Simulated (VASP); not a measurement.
# MnSi (rocksalt type) (Fm-3m) in VASP: single point with PBE

Aim: the single point of MnSi (rocksalt type) with PBE.

Everything below comes from runs of VASP 6.6.1. Logs are shortened: lines on timing, memory, paths and dates and some standing lists are left out, and cuts for length are marked.

### 1 The cell of the first run

The structure is cubic, space group Fm-3m (No. 225). The conventional cell has a = 4.845 Å, b = 4.845 Å, c = 4.845 Å, α = 90.00°, β = 90.00°, γ = 90.00°. Mn (site symmetry m-3m) has 6 Si at 2.42 Å within 3.2 Å. Within 3.2 Å of Si (site symmetry m-3m) lie 6 Mn at 2.42 Å.

### 2 Single point, PBE, non-collinear spin, typed start, spin-orbit coupling

Input file INCAR:

```
PREC = Accurate ; ENCUT = 520
EDIFF = 1E-6 ; ISMEAR = -1
SIGMA = 0.05 ; LREAL = F
LASPH = T ; NELM = 150
ALGO = Normal ; ISIF = 2
LWAVE = F ; LCHARG = F
MAGMOM = 0 0 4 0 0 0 ; LORBIT = 11
LSORBIT = T ; GGA_COMPAT = F
LORBMOM = T ; LMAXMIX = 4
GGA = PE ; NBANDS = 29
```

Input file KPOINTS:

```
Automatic mesh
0
Gamma
  15 15 15
```

Input file POSCAR:

```
MnSi
1.0
    0.0000000000      2.4224953662      2.4224953662
    2.4224953662      0.0000000000      2.4224953662
    2.4224953662      2.4224953662      0.0000000000
Mn Si
1 1
Direct
    0.0000000000      0.0000000000      0.0000000000
    0.5000000000      0.5000000000      0.5000000000
```

Potentials or basis: VASP PAW PBE potentials, release 64 (Mn_pv, Si).

Run with:

```
$ cat potpaw_PBE.64/Mn_pv/POTCAR potpaw_PBE.64/Si/POTCAR > POTCAR
$ mpirun -np 1 vasp_ncl > vasp.out
```

OUTCAR:

```text
PREC = Accurate
   ENCUT = 520
   EDIFF = 1E-6
   ISMEAR = -1
   LREAL = F
   LASPH = T
   NELM = 150
   ISIF = 2
   LORBIT = 11
   LSORBIT = T
   GGA = PE

 ion  position               nearest neighbor table
   1  0.000  0.000  0.000-   2 2.42   2 2.42   2 2.42   2 2.42   2 2.42   2 2.42
   2  0.500  0.500  0.500-   1 2.42   1 2.42   1 2.42   1 2.42   1 2.42   1 2.42

  LATTYP: Found a face centered cubic cell.
 ALAT       =     4.8449907324

  Lattice vectors:

 A1 = (   0.0000000000,   2.4224953662,   2.4224953662)
 A2 = (   2.4224953662,   0.0000000000,   2.4224953662)
 A3 = (   2.4224953662,   2.4224953662,   0.0000000000)

Analysis of symmetry for initial positions (statically):
=====================================================================
 Subroutine PRICEL returns:
 Original cell was already a primitive cell.

 Routine SETGRP: Setting up the symmetry group for a
 face centered cubic supercell.

 Subroutine GETGRP returns: Found 48 space group operations
 (whereof 48 operations were pure point group operations)
 out of a pool of 48 trial point group operations.

The static configuration has the point symmetry O_h .

Analysis of symmetry for dynamics (positions and initial velocities):
=====================================================================
 Subroutine PRICEL returns:
 Original cell was already a primitive cell.

 Routine SETGRP: Setting up the symmetry group for a
 face centered cubic supercell.

 Subroutine GETGRP returns: Found 48 space group operations
 (whereof 48 operations were pure point group operations)
 out of a pool of 48 trial point group operations.

The dynamic configuration has the point symmetry O_h .

Analysis of structural, dynamic, and magnetic symmetry:
=====================================================================
 Subroutine PRICEL returns:
 Original cell was already a primitive cell.

 Routine SETGRP: Setting up the symmetry group for a
 face centered cubic supercell.

 Subroutine GETGRP returns: Found  8 space group operations
 (whereof  8 operations were pure point group operations)
 out of a pool of 48 trial point group operations.

The overall configuration has the point symmetry C_4h.

 Subroutine INISYM returns: Found  8 space group operations
 (whereof  8 operations are pure point group operations),
 and found     1 'primitive' translations

----------------------------------------------------------------------------------------

                                     Primitive cell

  volume of cell :      28.4327

  direct lattice vectors                    reciprocal lattice vectors
     0.000000000  2.422495366  2.422495366    -0.206398744  0.206398744  0.206398744
     2.422495366  0.000000000  2.422495366     0.206398744 -0.206398744  0.206398744
     2.422495366  2.422495366  0.000000000     0.206398744  0.206398744 -0.206398744

  length of vectors
     3.425925802  3.425925802  3.425925802     0.357493111  0.357493111  0.357493111

  position of ions in fractional coordinates (direct lattice)
     0.000000000  0.000000000  0.000000000
     0.500000000  0.500000000  0.500000000

  ion indices of the primitive-cell ions
   primitive index   ion index
                 1           1
                 2           2

----------------------------------------------------------------------------------------

 KPOINTS: Automatic mesh

Automatic generation of k-mesh.
 Grid dimensions read from file:
 generate k-points for:   15   15   15

 Generating k-lattice:

  Cartesian coordinates                     Fractional coordinates (reciprocal lattice)
[... 95 lines left out ...]
   NGX = 13   NGY = 13   NGZ = 13

 number of electron      17.0000012 magnetization       0.0000000     -0.0000000      2.4888719

 number of electron      17.0000012 magnetization       0.0000000      0.0000000      2.4712911

 number of electron      17.0000012 magnetization      -0.0000000     -0.0000000      2.4712999

 Free energy of the ion-electron system (eV)
  ---------------------------------------------------
  ext. energy  EPLUGINS =         0.00000000
  ---------------------------------------------------
  free energy    TOTEN  =       -14.17066329 eV

  energy without entropy =      -14.15930498  energy(sigma->0) =      -14.16498414

 E-fermi :   8.7971     XC(G=0): -11.6898

 val. band max:        8.7953262291   @ k =   0.2000   0.0000   0.0000
 cond. band min:       8.8003969059   @ k =   0.2000   0.0000   0.0000
 fundamental gap:      0.0050706768
 Fermi energy:         8.7970549707

 k-point     1 :       0.0000    0.0000    0.0000
  band No.  band energies     occupation
      1     -41.0358      1.00000
      2     -40.6548      1.00000
      3     -40.0960      1.00000
      4     -38.0892      1.00000
      5     -37.7101      1.00000
      6     -37.4033      1.00000
[... 757 lines left out ...]
     28      16.1007      0.00000
     29      17.1792      0.00000

 [... further k-points ...]

------------------------ aborting loop because EDIFF is reached ----------------------------------------

  FORCE on cell =-STRESS in cart. coord.  units (eV):
  Direction    XX          YY          ZZ          XY          YZ          ZX
  --------------------------------------------------------------------------------------
  -------------------------------------------------------------------------------------
  Total       -0.0055813     -0.0055813     -0.0031127     -0.0000002     -0.0000000     -0.0000000
  in kB       -0.3145042     -0.3145042     -0.1753986     -0.0000114     -0.0000000     -0.0000000
  external PRESSURE =      -0.2681357 kB  Pullay stress =       0.0000000 kB

 VOLUME and BASIS-vectors are now :
 -----------------------------------------------------------------------------
  energy-cutoff  :      520.00
  volume of cell :       28.43
      direct lattice vectors                 reciprocal lattice vectors
     0.000000000  2.422495366  2.422495366    -0.206398744  0.206398744  0.206398744
     2.422495366  0.000000000  2.422495366     0.206398744 -0.206398744  0.206398744
     2.422495366  2.422495366  0.000000000     0.206398744  0.206398744 -0.206398744

 POSITION                                       TOTAL-FORCE (eV/Angst)
 -----------------------------------------------------------------------------------
      0.00000      0.00000      0.00000        -0.000000      0.000000      0.000000
      2.42250      2.42250      2.42250         0.000000      0.000000     -0.000000
 -----------------------------------------------------------------------------------
    total drift:                               -0.000000     -0.000000      0.000000

  FREE ENERGIE OF THE ION-ELECTRON SYSTEM (eV)
  ---------------------------------------------------
  free  energy   TOTEN  =       -14.1706632922 eV

  energy  without entropy=      -14.1593049829  energy(sigma->0) =      -14.16498414

 orbital moment (x)

 # of ion     p       d       tot
 ----------------------------------------
  1         0.000  -0.000  -0.000
  2        -0.000   0.000  -0.000
 ----------------------------------------
            0.000  -0.000  -0.000

 orbital moment (y)

 # of ion     p       d       tot
 ----------------------------------------
  1         0.000  -0.000  -0.000
  2        -0.000   0.000  -0.000
 ----------------------------------------
           -0.000  -0.000  -0.000

 orbital moment (z)

 # of ion     p       d       tot
 ----------------------------------------
  1        -0.000   0.002   0.002
  2         0.001   0.000   0.001
 ----------------------------------------
            0.001   0.002   0.003

 Spin-Orbit-Coupling matrix elements

 Ion:    1  E_soc:     -0.0271886
 l=   1
     0.0000000    -0.0036007    -0.0036065
    -0.0036007     0.0000000    -0.0036007
    -0.0036065    -0.0036007     0.0000000
 l=   2
     0.0000000    -0.0002941     0.0000000    -0.0002941    -0.0006248
    -0.0002941     0.0000000    -0.0005603    -0.0000790    -0.0001869
     0.0000000    -0.0005603     0.0000000    -0.0005603     0.0000000
    -0.0002941    -0.0000790    -0.0005603     0.0000000    -0.0001869
    -0.0006248    -0.0001869     0.0000000    -0.0001869     0.0000000
 l=   3
     0.0000000     0.0000000     0.0000000     0.0000000     0.0000000     0.0000000     0.0000000
     0.0000000     0.0000000     0.0000000     0.0000000     0.0000000     0.0000000     0.0000000
     0.0000000     0.0000000     0.0000000     0.0000000     0.0000000     0.0000000     0.0000000
     0.0000000     0.0000000     0.0000000     0.0000000     0.0000000     0.0000000     0.0000000
     0.0000000     0.0000000     0.0000000     0.0000000     0.0000000     0.0000000     0.0000000
     0.0000000     0.0000000     0.0000000     0.0000000     0.0000000     0.0000000     0.0000000
     0.0000000     0.0000000     0.0000000     0.0000000     0.0000000     0.0000000     0.0000000

 Ion:    2  E_soc:     -0.0005013
 l=   1
     0.0000000    -0.0000854    -0.0000800
    -0.0000854     0.0000000    -0.0000854
    -0.0000800    -0.0000854     0.0000000
 l=   2
     0.0000000     0.0000000     0.0000000     0.0000000     0.0000000
     0.0000000     0.0000000     0.0000000     0.0000000     0.0000000
     0.0000000     0.0000000     0.0000000     0.0000000     0.0000000
     0.0000000     0.0000000     0.0000000     0.0000000     0.0000000
     0.0000000     0.0000000     0.0000000     0.0000000     0.0000000
 l=   3
     0.0000000     0.0000000     0.0000000     0.0000000     0.0000000     0.0000000     0.0000000
     0.0000000     0.0000000     0.0000000     0.0000000     0.0000000     0.0000000     0.0000000
     0.0000000     0.0000000     0.0000000     0.0000000     0.0000000     0.0000000     0.0000000
     0.0000000     0.0000000     0.0000000     0.0000000     0.0000000     0.0000000     0.0000000
     0.0000000     0.0000000     0.0000000     0.0000000     0.0000000     0.0000000     0.0000000
     0.0000000     0.0000000     0.0000000     0.0000000     0.0000000     0.0000000     0.0000000
     0.0000000     0.0000000     0.0000000     0.0000000     0.0000000     0.0000000     0.0000000

 total charge

# of ion       s       p       d       tot
------------------------------------------
    1        0.321   6.255   5.210  11.786
    2        0.788   0.898   0.000   1.686
--------------------------------------------------
tot          1.109   7.153   5.210  13.472

 magnetization (x)

# of ion       s       p       d       tot
------------------------------------------
    1        0.000   0.000   0.000   0.000
    2        0.000   0.000   0.000   0.000
--------------------------------------------------
tot          0.000   0.000   0.000   0.000

 magnetization (y)

# of ion       s       p       d       tot
------------------------------------------
    1        0.000   0.000   0.000   0.000
    2        0.000   0.000   0.000   0.000
--------------------------------------------------
tot          0.000   0.000   0.000   0.000

 magnetization (z)

# of ion       s       p       d       tot
------------------------------------------
    1        0.056   0.008   2.509   2.572
    2       -0.022  -0.090   0.000  -0.112
--------------------------------------------------
tot          0.034  -0.082   2.509   2.461
```

Wall time 41 min (1 thread of Intel Xeon Platinum 8488C (Sapphire Rapids), shared host); peak memory 0.65 GiB.

Results:

```yaml
Free_energy: -14.1707 eV
Pressure: 0.0 GPa
Net_moment: 2.47 μB per cell
Valence_electrons_inside_the_program's_atomic_spheres: Mn 11.79; Si 1.69
```

Moments on the atoms (μB; x, y, z):
```
Mn   0.00  0.00  2.57
Si   0.00  0.00 -0.11
```
